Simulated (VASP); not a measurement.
# H3C2N in VASP: a series of runs

H3C2N is run at these levels: PBE+D3(BJ); tasks: single point.

Program: VASP 6.6.1. These are calculated values, not measurements. Logs are shortened: lines on timing, memory, paths and dates and some standing lists are left out, and cuts for length are marked.

## 1. The cell of the first run

The cell holds a disordered packing, 36 atoms: a = 8.052 Å, b = 8.052 Å, c = 8.052 Å, α = 90.00°, β = 90.00°, γ = 90.00°.

## 2. Single point, PBE+D3(BJ)

INCAR reads:

```
  ALGO = Normal
  EDIFF = 1E-7
  ENCUT = 520
  GGA = PE
  ISIF = 2
  ISMEAR = -1
  IVDW = 12
  LASPH = True
  LCHARG = False
  LREAL = Auto
  LWAVE = False
  NBANDS = 72
  NELM = 100
  PREC = Accurate
  SIGMA = 0.02
```

KPOINTS reads:

```
k-points
0
Gamma
  1 1 1
```

POSCAR reads:

```
H3C2N
1.0
    8.0517480000      0.0000000000      0.0000000000
    0.0000000000      8.0517480000      0.0000000000
    0.0000000000      0.0000000000      8.0517480000
C N H
12 6 18
Direct
    0.3169746495      0.2791940334      0.4872233955
    0.3743162354      0.3417891370      0.6435869578
    0.3348465451      0.7420376296      0.4207781962
    0.3255938959      0.8674389710      0.3059335687
    0.8213992788      0.0395442083      0.1730307506
    0.8792997496      0.1156767450      0.3364238424
    0.7695968627      0.5270780953      0.3165151219
    0.9245942620      0.5441054539      0.2231689318
    0.3235819104      0.7435279892      0.8559383627
    0.4940045317      0.7395785362      0.9174902145
    0.8296583549      0.4108424655      0.8318690550
    0.9096534069      0.5392493655      0.7329091770
    0.4242184430      0.3832956521      0.7748876393
    0.3297420635      0.9686964868      0.1985904179
    0.9013943308      0.1691930746      0.4670662818
    1.0481947522      0.5584998438      0.1447884360
    0.6151956072      0.7236689474      1.0005529234
    0.9716896257      0.6593226713      0.6773560226
    0.2283727707      0.3514267958      0.4246034526
    0.4126681560      0.2678548807      0.3840905105
    0.2450027000      0.1508368121      0.4969479919
    0.2504425126      0.7599343646      0.5186575636
    0.2963704279      0.6215047962      0.3574006539
    0.4603845028      0.7242526716      0.4603224045
    0.7056107568      0.1015804270      0.1419940117
    0.9079891720      0.0425000882      0.0658366357
    0.7952062086     -0.0902909530      0.1922439699
    0.7729998505      0.5853759954      0.4353216221
    0.6711337712      0.5623375198      0.2311920343
    0.7521472356      0.3947465817      0.3427081921
    0.2771075299      0.6268204122      0.8045582152
    0.2448536641      0.7764649366      0.9733662802
    0.3037352883      0.8376938772      0.7485703725
    0.7606919640      0.3204397356      0.7503588041
    0.9236006889      0.3383488902      0.9029343690
    0.7372436395      0.4896328102      0.8987489425
```

Potentials or basis: VASP PAW PBE potentials, release 64 (C, N, H).

The run is started by

```
$ cat potpaw_PBE.64/C/POTCAR potpaw_PBE.64/N/POTCAR potpaw_PBE.64/H/POTCAR > POTCAR
$ mpirun -np 1 vasp_gam > vasp.out
```

OUTCAR:

```text
EDIFF = 1E-7
   ENCUT = 520
   GGA = PE
   ISIF = 2
   ISMEAR = -1
   IVDW = 12
   LASPH = True
   LREAL = Auto
   NELM = 100
   PREC = Accurate
 IVDW          = 12

 ion  position               nearest neighbor table
   1  0.317  0.279  0.487-  19 1.05  20 1.14  21 1.19   2 1.43
   2  0.374  0.342  0.644-  13 1.18   1 1.43
   3  0.335  0.742  0.421-  22 1.05  24 1.07  23 1.14   4 1.37
   4  0.326  0.867  0.306-  14 1.19   3 1.37
   5  0.821  0.040  0.173-  27 1.08  25 1.09  26 1.11   6 1.52
   6  0.879  0.116  0.336-  15 1.15   5 1.52
   7  0.770  0.527  0.317-  28 1.07  29 1.09  30 1.10   8 1.46
   8  0.925  0.544  0.223-  16 1.18   7 1.46
   9  0.324  0.744  0.856-  31 1.09  33 1.16  32 1.17  10 1.46
  10  0.494  0.740  0.917-  17 1.19   9 1.46
  11  0.830  0.411  0.832-  35 1.11  36 1.12  34 1.13  12 1.46
  12  0.910  0.539  0.733-  18 1.18  11 1.46
  13  0.424  0.383  0.775-   2 1.18
  14  0.330  0.969  0.199-   4 1.19
  15  0.901  0.169  0.467-   6 1.15
  16  0.048  0.558  0.145-   8 1.18
  17  0.615  0.724  0.001-  10 1.19
  18  0.972  0.659  0.677-  12 1.18
[... 16 lines left out ...]
  35  0.924  0.338  0.903-  11 1.11
  36  0.737  0.490  0.899-  11 1.12

  LATTYP: Found a simple cubic cell.
 ALAT       =     8.0517480000

  Lattice vectors:

 A1 = (   8.0517480000,   0.0000000000,   0.0000000000)
 A2 = (   0.0000000000,   8.0517480000,   0.0000000000)
 A3 = (   0.0000000000,   0.0000000000,   8.0517480000)

Analysis of symmetry for initial positions (statically):
=====================================================================
 Subroutine PRICEL returns:
 Original cell was already a primitive cell.

 Routine SETGRP: Setting up the symmetry group for a
 simple cubic supercell.

 Subroutine GETGRP returns: Found  1 space group operations
 (whereof  1 operations were pure point group operations)
 out of a pool of 48 trial point group operations.

The static configuration has the point symmetry C_1 .

Analysis of symmetry for dynamics (positions and initial velocities):
=====================================================================
 Subroutine PRICEL returns:
 Original cell was already a primitive cell.

 Routine SETGRP: Setting up the symmetry group for a
 simple cubic supercell.

 Subroutine GETGRP returns: Found  1 space group operations
 (whereof  1 operations were pure point group operations)
 out of a pool of 48 trial point group operations.

The dynamic configuration has the point symmetry C_1 .

 Subroutine INISYM returns: Found  1 space group operations
 (whereof  1 operations are pure point group operations),
 and found     1 'primitive' translations

----------------------------------------------------------------------------------------

                                     Primitive cell

  volume of cell :     522.0000

  direct lattice vectors                    reciprocal lattice vectors
     8.051748000  0.000000000  0.000000000     0.124196634  0.000000000  0.000000000
     0.000000000  8.051748000  0.000000000     0.000000000  0.124196634  0.000000000
     0.000000000  0.000000000  8.051748000     0.000000000  0.000000000  0.124196634

  length of vectors
     8.051748000  8.051748000  8.051748000     0.124196634  0.124196634  0.124196634

  position of ions in fractional coordinates (direct lattice)
     0.316974649  0.279194033  0.487223396
     0.374316235  0.341789137  0.643586958
     0.334846545  0.742037630  0.420778196
     0.325593896  0.867438971  0.305933569
     0.821399279  0.039544208  0.173030751
     0.879299750  0.115676745  0.336423842
[... 28 lines left out ...]
     0.923600689  0.338348890  0.902934369
     0.737243640  0.489632810  0.898748942

  ion indices of the primitive-cell ions
   primitive index   ion index
                 1           1
                 2           2
                 3           3
                 4           4
                 5           5
                 6           6
[... 28 lines left out ...]
                35          35
                36          36

----------------------------------------------------------------------------------------

 KPOINTS: k-points

Automatic generation of k-mesh.
 Grid dimensions read from file:
 generate k-points for:    1    1    1

 Generating k-lattice:

  Cartesian coordinates                     Fractional coordinates (reciprocal lattice)
     0.124196634  0.000000000  0.000000000     1.000000000  0.000000000  0.000000000
     0.000000000  0.124196634  0.000000000     0.000000000  1.000000000  0.000000000
     0.000000000  0.000000000  0.124196634     0.000000000  0.000000000  1.000000000

  Length of vectors
     0.124196634  0.124196634  0.124196634

  Shift w.r.t. Gamma in fractional coordinates (k-lattice)
     0.000000000  0.000000000  0.000000000

 Subroutine IBZKPT returns following result:
 ===========================================

 Found      1 irreducible k-points:

 Following reciprocal coordinates:
            Coordinates               Weight
  0.000000  0.000000  0.000000      1.000000
   k-points           NKPTS =      1   k-points in BZ     NKDIM =      1   number of bands    NBANDS=     72
   number of dos      NEDOS =    301   number of ions     NIONS =     36
   total plane-waves  NPLWV = 216000
   dimension x,y,z NGX =    60 NGY =   60 NGZ =   60
   dimension x,y,z NGXF=   120 NGYF=  120 NGZF=  120
   ions per type =              12   6  18
   NGX,Y,Z   is equivalent  to a cutoff of  12.39, 12.39, 12.39 a.u.
   NGXF,Y,Z  is equivalent  to a cutoff of  24.78, 24.78, 24.78 a.u.
 SYSTEM =  unknown system
   PREC   = accura    normal or accurate (medium, high low for compatibility)
   ISTART =      0    job   : 0-new  1-cont  2-samecut
   ICHARG =      2    charge: 1-file 2-atom 10-const
   ISPIN  =      1    spin polarized calculation?
   LNONCOLLINEAR =      F non collinear calculations
   LSORBIT =      F    spin-orbit coupling
   LASPH  =      T    aspherical Exc in radial PAW
   ENCUT  =  520.0 eV  38.22 Ry    6.18 a.u.  14.97 14.97 14.97*2*pi/ulx,y,z
   NELM   =    100;   NELMIN=  2; NELMDL= -5     # of ELM steps
   EDIFF  = 0.1E-06   stopping-criterion for ELM
   LREAL  =      T    real-space projection
   EDIFFG = 0.1E-05   stopping-criterion for IOM
   NSW    =      0    number of steps for IOM
   IBRION =     -1    ionic relax: 0-MD 1-quasi-New 2-CG
   NFREE  =      0    steps in history (QN), initial steepest desc. (CG)
   ISIF   =      2    stress and relaxation
   ISYM   =      2    0-nonsym 1-usesym 2-fastsym
   POTIM  = 0.5000    time-step for ionic-motion
   TEBEG  =    0.0;   TEEND  =   0.0 temperature during run
   PSTRESS=    0.0 pullay stress
   NELECT =      96.0000    total number of electrons
   NUPDOWN=      -1.0000    fix difference up-down
   EMIN   =  10.00;   EMAX   =-10.00  energy-range for DOS
   EFERMI =   0.00;   METHOD = LEGACY
   ISMEAR =    -1;   SIGMA  =   0.02  broadening in eV -4-tet -1-fermi 0-gaus
   EFERMI_NEDOS =   21; number of points for ismear=-14 and -15
   IALGO  =     38    algorithm
   IMIX   =      4    mixing-type and parameters
     AMIX     =   0.40;   BMIX     =  1.00
     AMIX_MAG =   1.60;   BMIX_MAG =  1.00
  volume/ion in A,a.u.               =      14.50        97.85
  Fermi-wavevector in a.u.,A,eV,Ry     =   0.930983  1.759303 11.792568  0.866729
  Thomas-Fermi vector in A             =   2.057429
   LORBIT       =      0    0 simple, 1 ext, 2 COOP (PROOUT), +10 PAW based schemes
   GGA     = PE    functional components
   LHFCALC =     F    Hartree Fock is set to
   AEXX    =    0.0000 exact exchange contribution
   IVDW    =    12    specifies the selected vdW correction
   LEPSILON=     F    determine dielectric tensor
   LRPA    =     F    only Hartree local field effects (RPA)
 non-spin polarized calculation
  energy-cutoff  :      520.00
  volume of cell :      522.00
 maximum number of plane-waves:      6999
 NGX is ok and might be reduce to    60
   NGX = 29   NGY = 29   NGZ = 29

 number of electron      95.9999998 magnetization

 Free energy of the ion-electron system (eV)
  ---------------------------------------------------
  ext. energy  EPLUGINS =         0.00000000
  ---------------------------------------------------
  free energy    TOTEN  =      -219.76251682 eV

  energy without entropy =     -219.76251682  energy(sigma->0) =     -219.76251682

 E-fermi :  -3.8730     XC(G=0):  -6.2103

 val. band max:       -4.4284903199   @ k =   0.0000   0.0000   0.0000
 cond. band min:       1.5176114307   @ k =   0.0000   0.0000   0.0000
 fundamental gap:      5.9461017506
 Fermi energy:        -3.8730111782

 k-point     1 :       0.0000    0.0000    0.0000
  band No.  band energies     occupation
      1     -19.9178      2.00000
      2     -19.5985      2.00000
      3     -19.5007      2.00000
      4     -19.3895      2.00000
      5     -19.2853      2.00000
      6     -19.2395      2.00000
[... 52 lines left out ...]
     59       2.7651      0.00000
     60       2.8984      0.00000
 [bands above 60 left out]

------------------------ aborting loop because EDIFF is reached ----------------------------------------

 Edisp (eV)   -1.62997

 E8    (eV) :    -0.3906

  FORCE on cell =-STRESS in cart. coord.  units (eV):
  Direction    XX          YY          ZZ          XY          YZ          ZX
  --------------------------------------------------------------------------------------
  -------------------------------------------------------------------------------------
  Total      -4.98405    -1.37350    -6.11899    -3.49981    -0.89467     0.49503
  in kB     -15.29758    -4.21569   -18.78103   -10.74199    -2.74602     1.51940
  external pressure =      -12.76 kB  Pullay stress =        0.00 kB

 VOLUME and BASIS-vectors are now :
 -----------------------------------------------------------------------------
  energy-cutoff  :      520.00
  volume of cell :      522.00
      direct lattice vectors                 reciprocal lattice vectors
     8.051748000  0.000000000  0.000000000     0.124196634  0.000000000  0.000000000
     0.000000000  8.051748000  0.000000000     0.000000000  0.124196634  0.000000000
     0.000000000  0.000000000  8.051748000     0.000000000  0.000000000  0.124196634

 POSITION                                       TOTAL-FORCE (eV/Angst)
 -----------------------------------------------------------------------------------
      2.55220      2.24800      3.92300         0.155511     -2.895124     -1.060728
      3.01390      2.75200      5.18200         0.612405      0.146788      1.268765
      2.69610      5.97470      3.38800        -0.166508     -3.192408     -0.449609
      2.62160      6.98440      2.46330         0.227057      3.651733     -3.974562
      6.61370      0.31840      1.39320         0.896382      0.862289      1.156103
      7.07990      0.93140      2.70880        -0.822592     -1.712219     -3.408707
[... 28 lines left out ...]
      7.43660      2.72430      7.27020        -0.515397      0.606383      0.062892
      5.93610      3.94240      7.23650         0.307939     -0.861320      0.468863
 -----------------------------------------------------------------------------------
    total drift:                               -0.015526      0.019053      0.028286

  FREE ENERGIE OF THE ION-ELECTRON SYSTEM (eV)
  ---------------------------------------------------
  free  energy   TOTEN  =      -221.3924875201 eV

  energy  without entropy=     -221.3924875201  energy(sigma->0) =     -221.39248752
```

Wall time 1.9 min (1 thread of Intel Xeon Platinum 8175M at 2.50GHz (Skylake/Cascade Lake), shared host); peak memory 0.47 GiB.

What came out:

```yaml
Free_energy: -221.3925 eV
Pressure: -1.3 GPa
Largest_force: 5.402 eV/Å
Band_gap_on_the_k_mesh: 5.95 eV
Dispersion_energy_per_atom: -0.045 eV
```

Forces on the atoms (eV/Å):
```
C    0.156 -2.895 -1.061
C    0.612  0.147  1.269
C   -0.167 -3.192 -0.450
C    0.227  3.652 -3.975
C    0.896  0.862  1.156
C   -0.823 -1.712 -3.409
C    0.578 -1.205 -1.296
C    1.425  0.338 -0.550
C   -0.898  1.823  0.081
C    1.101 -0.773  1.576
C   -0.436 -0.215 -1.088
C    0.787  0.765  0.038
N   -0.484 -0.464 -1.401
N   -0.280 -1.395  1.880
N    0.496  0.692  1.621
N   -1.602 -0.197  1.171
N   -1.751  0.455 -1.732
N   -0.410 -0.984 -0.017
H   -1.430  1.423 -0.281
H   -0.222 -0.217  1.220
H    1.351  1.770  0.132
H   -0.965  0.113  1.433
H    0.188  0.885  0.426
H    0.872 -0.047  0.614
H   -0.304  0.112 -0.248
H    0.015  0.412  0.622
H   -0.224 -0.616  0.231
H    0.029  0.886  0.696
H   -0.419  0.525  0.088
H    0.052 -0.135  0.034
H    0.359 -0.226  0.311
H    0.775 -0.209 -1.706
H    0.297 -0.735  1.654
H    0.408  0.611  0.429
H   -0.515  0.606  0.063
H    0.308 -0.861  0.469
```

Stress tensor (GPa, compression positive):
```
-1.53 -1.07  0.15
-1.07 -0.42 -0.27
 0.15 -0.27 -1.88
```

Caveat: the k points lie up to 0.78 Å⁻¹ apart; the atoms stand as in a frame of molecular dynamics.

[end of part 1 of 2]
